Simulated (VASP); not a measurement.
# PtS2 (P-3m1) in VASP: further runs

Aim: see how the results for PtS2 move with the level of theory and the settings. Levels: PBEsol, LDA. Tasks: single point.

Everything below comes from runs of VASP 6.6.1. Logs are shortened: lines on timing, memory, paths and dates and some standing lists are left out, and cuts for length are marked.

## (1) The cell of the first run

It takes space group P-3m1 (No. 164, trigonal). The conventional cell has a = 3.543 Å, b = 3.543 Å, c = 5.039 Å, α = 90.00°, β = 90.00°, γ = 120.00°. Pt (site symmetry -3m) has 6 S at 2.34 Å within 3.1 Å. S (site symmetry 3m) has 3 Pt at 2.34 Å and 3 S at 3.07 Å within 3.1 Å.

## (2) Single point, PBEsol, non-collinear spin, zero start, spin-orbit coupling

Contents of INCAR:

```
SYSTEM = PtS2
ALGO     = Normal         ! electronic algorithm
EDIFF    = 1E-6           ! SCF threshold, eV
ENCUT    = 520            ! plane-wave cutoff, eV
GGA      = PS             ! functional
GGA_COMPAT= .False.      
ISIF     = 2              ! what is computed and relaxed
ISMEAR   = -1             ! smearing method
LASPH    = .True.         ! aspherical terms in the spheres
LCHARG   = .False.        ! write CHGCAR
LMAXMIX  = 4              ! l up to which the mixer works
LORBIT   = 11             ! projections on sites
LORBMOM  = .True.       
LREAL    = .False.        ! projectors in reciprocal space
LSORBIT  = .True.         ! spin-orbit coupling
LWAVE    = .False.        ! write WAVECAR
MAGMOM   = 0 0 0 0 0 0 0 0 0 ! initial moments
NBANDS   = 35             ! bands
NELM     = 150            ! most SCF steps
PREC     = Accurate       ! precision mode
SIGMA    = 0.05           ! smearing width, eV
```

Contents of KPOINTS:

```
k-points
0
Gamma
  7 7 4
  0 0 0
```

Contents of POSCAR:

```
PtS2
1.0
    3.5432000000      0.0000000000      0.0000000000
   -1.7716000000      3.0685012107      0.0000000000
    0.0000000000      0.0000000000      5.0388000000
Pt S
1 2
Direct
    0.0000000000      0.0000000000      0.0000000000
    0.6666666667      0.3333333333      0.7730000000
    0.3333333333      0.6666666667      0.2270000000
```

Potentials or basis: VASP PAW PBE potentials, release 64 (Pt, S).

Launch:

```bash
cat potpaw_PBE.64/Pt/POTCAR potpaw_PBE.64/S/POTCAR > POTCAR
mpirun -np 1 vasp_ncl > vasp.out
```

OUTCAR:

```text
SYSTEM = PtS2
   EDIFF = 1E-6
   ENCUT = 520
   GGA = PS
   ISIF = 2
   ISMEAR = -1
   LASPH = .True.
   LORBIT = 11
   LREAL = .False.
   LSORBIT = .True.
   NELM = 150
   PREC = Accurate

 ion  position               nearest neighbor table
   1  0.000  0.000  0.000-   2 2.34   3 2.34   2 2.34   3 2.34   2 2.34   3 2.34
   2  0.667  0.333  0.773-   1 2.34   1 2.34   1 2.34
   3  0.333  0.667  0.227-   1 2.34   1 2.34   1 2.34

  LATTYP: Found a hexagonal cell.
 ALAT       =     3.5432000000
 C/A-ratio  =     1.4221043125

  Lattice vectors:

 A1 = (   3.5432000000,   0.0000000000,   0.0000000000)
 A2 = (  -1.7716000000,   3.0685012107,   0.0000000000)
 A3 = (   0.0000000000,   0.0000000000,   5.0388000000)

Analysis of symmetry for initial positions (statically):
=====================================================================
 Subroutine PRICEL returns:
 Original cell was already a primitive cell.

 Routine SETGRP: Setting up the symmetry group for a
 hexagonal supercell.

 Subroutine GETGRP returns: Found 12 space group operations
 (whereof 12 operations were pure point group operations)
 out of a pool of 24 trial point group operations.

The static configuration has the point symmetry D_3d.

Analysis of symmetry for dynamics (positions and initial velocities):
=====================================================================
 Subroutine PRICEL returns:
 Original cell was already a primitive cell.

 Routine SETGRP: Setting up the symmetry group for a
 hexagonal supercell.

 Subroutine GETGRP returns: Found 12 space group operations
 (whereof 12 operations were pure point group operations)
 out of a pool of 24 trial point group operations.

The dynamic configuration has the point symmetry D_3d.

Analysis of structural, dynamic, and magnetic symmetry:
=====================================================================
 Subroutine PRICEL returns:
 Original cell was already a primitive cell.

 Routine SETGRP: Setting up the symmetry group for a
 hexagonal supercell.

 Subroutine GETGRP returns: Found 12 space group operations
 (whereof 12 operations were pure point group operations)
 out of a pool of 24 trial point group operations.

The overall configuration has the point symmetry D_3d.

 Subroutine INISYM returns: Found 12 space group operations
 (whereof 12 operations are pure point group operations),
 and found     1 'primitive' translations

----------------------------------------------------------------------------------------

                                     Primitive cell

  volume of cell :      54.7834

  direct lattice vectors                    reciprocal lattice vectors
     3.543200000  0.000000000  0.000000000     0.282230752  0.162946001  0.000000000
    -1.771600000  3.068501211  0.000000000     0.000000000  0.325892001  0.000000000
     0.000000000  0.000000000  5.038800000     0.000000000  0.000000000  0.198459951

  length of vectors
     3.543200000  3.543200000  5.038800000     0.325892001  0.325892001  0.198459951

  position of ions in fractional coordinates (direct lattice)
     0.000000000  0.000000000  0.000000000
     0.666666667  0.333333333  0.773000000
     0.333333333  0.666666667  0.227000000

  ion indices of the primitive-cell ions
   primitive index   ion index
                 1           1
                 2           2
                 3           3

----------------------------------------------------------------------------------------

 KPOINTS: k-points

Automatic generation of k-mesh.
 Grid dimensions read from file:
 generate k-points for:    7    7    4

 Generating k-lattice:

  Cartesian coordinates                     Fractional coordinates (reciprocal lattice)
     0.040318679  0.023278000  0.000000000     0.142857143  0.000000000  0.000000000
     0.000000000  0.046556000  0.000000000     0.000000000  0.142857143  0.000000000
     0.000000000  0.000000000  0.049614988     0.000000000  0.000000000  0.250000000

[... 96 lines left out ...]

 number of electron      22.0000000 magnetization       0.0000000      0.0000000     -0.0000000

 Free energy of the ion-electron system (eV)
  ---------------------------------------------------
  ext. energy  EPLUGINS =         0.00000000
  ---------------------------------------------------
  free energy    TOTEN  =       -17.30945127 eV

  energy without entropy =      -17.30942567  energy(sigma->0) =      -17.30943847

 E-fermi :   7.0469     XC(G=0): -10.7689

 val. band max:        6.6216970736   @ k =   0.1429   0.0000   0.0000
 cond. band min:       7.4346236243   @ k =   0.0000   0.2857   0.2500
 fundamental gap:      0.8129265506
 Fermi energy:         7.0469315253

 k-point     1 :       0.0000    0.0000    0.0000
  band No.  band energies     occupation
      1      -8.9244      1.00000
      2      -8.9244      1.00000
      3      -5.6364      1.00000
      4      -5.6364      1.00000
      5      -0.6931      1.00000
      6      -0.6931      1.00000
[... 877 lines left out ...]
     33      16.8611      0.00000
     34      16.8670      0.00000

 [... further k-points ...]

 [bands above 34 left out]

------------------------ aborting loop because EDIFF is reached ----------------------------------------

  FORCE on cell =-STRESS in cart. coord.  units (eV):
  Direction    XX          YY          ZZ          XY          YZ          ZX
  --------------------------------------------------------------------------------------
  -------------------------------------------------------------------------------------
  Total        2.1776770      2.1776770      2.0604392      0.0000000      0.0000000      0.0000000
  in kB       63.6876115     63.6876115     60.2589128      0.0000000      0.0000000      0.0000000
  external PRESSURE =      62.5447119 kB  Pullay stress =       0.0000000 kB

 VOLUME and BASIS-vectors are now :
 -----------------------------------------------------------------------------
  energy-cutoff  :      520.00
  volume of cell :       54.78
      direct lattice vectors                 reciprocal lattice vectors
     3.543200000  0.000000000  0.000000000     0.282230752  0.162946001  0.000000000
    -1.771600000  3.068501211  0.000000000     0.000000000  0.325892001  0.000000000
     0.000000000  0.000000000  5.038800000     0.000000000  0.000000000  0.198459951

 POSITION                                       TOTAL-FORCE (eV/Angst)
 -----------------------------------------------------------------------------------
      0.00000      0.00000      0.00000         0.000000      0.000000      0.000000
      1.77160      1.02283      3.89499         0.000000      0.000000     -0.961148
     -0.00000      2.04567      1.14381        -0.000000      0.000000      0.961148
 -----------------------------------------------------------------------------------
    total drift:                                0.000000     -0.000000     -0.000000

  FREE ENERGIE OF THE ION-ELECTRON SYSTEM (eV)
  ---------------------------------------------------
  free  energy   TOTEN  =       -17.3094512743 eV

  energy  without entropy=      -17.3094256708  energy(sigma->0) =      -17.30943847

 orbital moment (x)

 # of ion     p       d       tot
 ----------------------------------------
  1        -0.000   0.000   0.000
  2         0.000   0.000   0.000
  3         0.000   0.000   0.000
 ----------------------------------------
           -0.000   0.000   0.000

 orbital moment (y)

 # of ion     p       d       tot
 ----------------------------------------
  1         0.000   0.000   0.000
  2        -0.000   0.000  -0.000
  3        -0.000   0.000  -0.000
 ----------------------------------------
           -0.000   0.000  -0.000

 orbital moment (z)

 # of ion     p       d       tot
 ----------------------------------------
  1         0.000   0.000   0.000
  2         0.000   0.000   0.000
  3         0.000   0.000   0.000
 ----------------------------------------
            0.000   0.000   0.000

 Spin-Orbit-Coupling matrix elements

 Ion:    1  E_soc:     -0.7619574
 l=   1
     0.0000000    -0.0376205    -0.0399959
    -0.0376205     0.0000000    -0.0376205
    -0.0399959    -0.0376205     0.0000000
 l=   2
     0.0000000    -0.0196871     0.0000000    -0.0196871    -0.0676515
    -0.0196871     0.0000000    -0.0477809    -0.0237804    -0.0196871
     0.0000000    -0.0477809     0.0000000    -0.0477809     0.0000000
    -0.0196871    -0.0237804    -0.0477809     0.0000000    -0.0196871
    -0.0676515    -0.0196871     0.0000000    -0.0196871     0.0000000
 l=   3
     0.0000000     0.0000000     0.0000000     0.0000000     0.0000000     0.0000000     0.0000000
     0.0000000     0.0000000     0.0000000     0.0000000     0.0000000     0.0000000     0.0000000
     0.0000000     0.0000000     0.0000000     0.0000000     0.0000000     0.0000000     0.0000000
     0.0000000     0.0000000     0.0000000     0.0000000     0.0000000     0.0000000     0.0000000
[... 29 lines left out ...]
 l=   2
     0.0000000     0.0000000     0.0000000     0.0000000     0.0000000
     0.0000000     0.0000000     0.0000000     0.0000000     0.0000000
     0.0000000     0.0000000     0.0000000     0.0000000     0.0000000
     0.0000000     0.0000000     0.0000000     0.0000000     0.0000000
     0.0000000     0.0000000     0.0000000     0.0000000     0.0000000
 l=   3
     0.0000000     0.0000000     0.0000000     0.0000000     0.0000000     0.0000000     0.0000000
     0.0000000     0.0000000     0.0000000     0.0000000     0.0000000     0.0000000     0.0000000
     0.0000000     0.0000000     0.0000000     0.0000000     0.0000000     0.0000000     0.0000000
     0.0000000     0.0000000     0.0000000     0.0000000     0.0000000     0.0000000     0.0000000
     0.0000000     0.0000000     0.0000000     0.0000000     0.0000000     0.0000000     0.0000000
     0.0000000     0.0000000     0.0000000     0.0000000     0.0000000     0.0000000     0.0000000
     0.0000000     0.0000000     0.0000000     0.0000000     0.0000000     0.0000000     0.0000000

 total charge

# of ion       s       p       d       tot
------------------------------------------
    1        0.728   0.886   8.015   9.630
    2        1.353   2.286   0.000   3.639
    3        1.353   2.286   0.000   3.639
--------------------------------------------------
tot          3.435   5.458   8.015  16.908

 magnetization (x)

# of ion       s       p       d       tot
------------------------------------------
    1        0.000   0.000   0.000   0.000
    2        0.000   0.000   0.000   0.000
    3        0.000   0.000   0.000   0.000
--------------------------------------------------
tot          0.000   0.000   0.000   0.000

 magnetization (y)

# of ion       s       p       d       tot
------------------------------------------
    1        0.000   0.000   0.000   0.000
    2        0.000   0.000   0.000   0.000
    3        0.000   0.000   0.000   0.000
--------------------------------------------------
tot          0.000   0.000   0.000   0.000

 magnetization (z)

# of ion       s       p       d       tot
------------------------------------------
    1       -0.000   0.000   0.000   0.000
    2        0.000   0.000   0.000   0.000
    3        0.000   0.000   0.000   0.000
--------------------------------------------------
tot         -0.000   0.000   0.000   0.000
```

Wall time 1.8 min (1 thread of AMD EPYC 7R13 (Zen 3), shared host); peak memory 0.3 GiB.

What came out:

```
Free energy                                           : -17.3095 eV
Pressure                                              : 6.3 GPa
Largest force                                         : 0.961 eV/Å
Net moment                                            : 0.00 μB per cell
Valence electrons inside the program's atomic spheres : Pt 9.63; S 3.64
```

Forces on the atoms (eV/Å):
```
Pt   0.000  0.000  0.000
S    0.000  0.000 -0.961
S    0.000  0.000  0.961
```

Moments on the atoms (μB; x, y, z):
```
Pt  0.00 0.00 0.00
S   0.00 0.00 0.00
S   0.00 0.00 0.00
```

Caveat: the PAW data sets were made with another functional, which shifts forces and pressure a little.

## (3) Single point, LDA

Contents of INCAR:

```
SYSTEM = PtS2
ALGO = Normal ; EDIFF = 1E-6
ENCUT = 520 ; GGA = CA
ISIF = 2 ; ISMEAR = 1
LASPH = .True. ; LCHARG = .False.
LREAL = .False. ; LWAVE = .False.
NBANDS = 18 ; NELM = 60
PREC = Accurate ; SIGMA = 0.05
```

Contents of KPOINTS:

```
k-points
0
Gamma
  7 7 5
  0 0 0
```

POSCAR is that of step 2.

Potentials or basis: VASP PAW LDA potentials, release 64 (Pt, S).

Launch:

```bash
cat potpaw_LDA.64/Pt/POTCAR potpaw_LDA.64/S/POTCAR > POTCAR
mpirun -np 1 vasp_std > vasp.out
```

It took 25 s on 1 thread of Intel Xeon 6975P-C, shared host; peak memory 0.17 GiB.

It converged, with:

- Free energy: -18.1217 eV
- Pressure: 3.5 GPa
- Largest force: 0.808 eV/Å
- Band gap on the k mesh: 0.77 eV, indirect (least direct gap 1.05 eV)

Forces in eV/Å, atoms in the order of the input:
```
Pt   0.000  0.000  0.000
S    0.000  0.000 -0.808
S    0.000  0.000  0.808
```

Stress tensor (GPa, compression positive):
```
3.64 0.00 0.00
0.00 3.64 0.00
0.00 0.00 3.36
```

Levels at points of the mesh, in eV from the valence-band top:
```tsv
k point	band 7	band 8	band 9	band 10	band 11	band 12	band 13	band 14	band 15	band 16
(0.00, 0.00, 0.00)	-4.02	-1.81	-1.14	-1.14	-0.13	2.42	2.42	4.64	5.52	7.83
```

Caveat: spin-orbit coupling is left out, which moves the levels of the heavy elements.

## (4) Single point, LDA

Contents of INCAR:

```
SYSTEM = PtS2
  PREC = Accurate
  ENCUT = 520
  EDIFF = 1E-6
  ISMEAR = 1
  SIGMA = 0.05
  LREAL = .False.
  LASPH = .True.
  NELM = 100
  ALGO = Normal
  ISIF = 2
  LWAVE = .False.
  LCHARG = .False.
  NBANDS = 18
```

Contents of KPOINTS:

```
Automatic mesh
0
Gamma
  7 7 5
  0 0 0
```

POSCAR is that of step 3.

Launch:

```bash
cat potpaw_LDA.64/Pt/POTCAR potpaw_LDA.64/S/POTCAR > POTCAR
mpirun -np 1 vasp_std > vasp.out
```

Run time: 25 s. Hardware: 1 thread of Intel Xeon 6975P-C, shared host; peak memory 0.17 GiB.

The run converged. Its results:

- Free energy: -18.1217 eV
- Pressure: 3.5 GPa
- Largest force: 0.808 eV/Å
- Band gap on the k mesh: 0.77 eV, indirect (least direct gap 1.05 eV)

Forces on the atoms (eV/Å):
```
Pt   0.000  0.000  0.000
S    0.000  0.000 -0.808
S    0.000  0.000  0.808
```

Stress tensor (GPa, compression positive):
```
3.64 0.00 0.00
0.00 3.64 0.00
0.00 0.00 3.36
```

Levels at points of the mesh, in eV from the valence-band top:
| k point | band 7 | band 8 | band 9 | band 10 | band 11 | band 12 | band 13 | band 14 | band 15 | band 16 |
| --- | --- | --- | --- | --- | --- | --- | --- | --- | --- | --- |
| (0.00, 0.00, 0.00) | -4.02 | -1.81 | -1.14 | -1.14 | -0.13 | 2.42 | 2.42 | 4.64 | 5.52 | 7.83 |

Caveat: spin-orbit coupling is left out, which moves the levels of the heavy elements. As with any semilocal functional, this LDA gap is likely too small.

(Continued in part 2 of 2.)
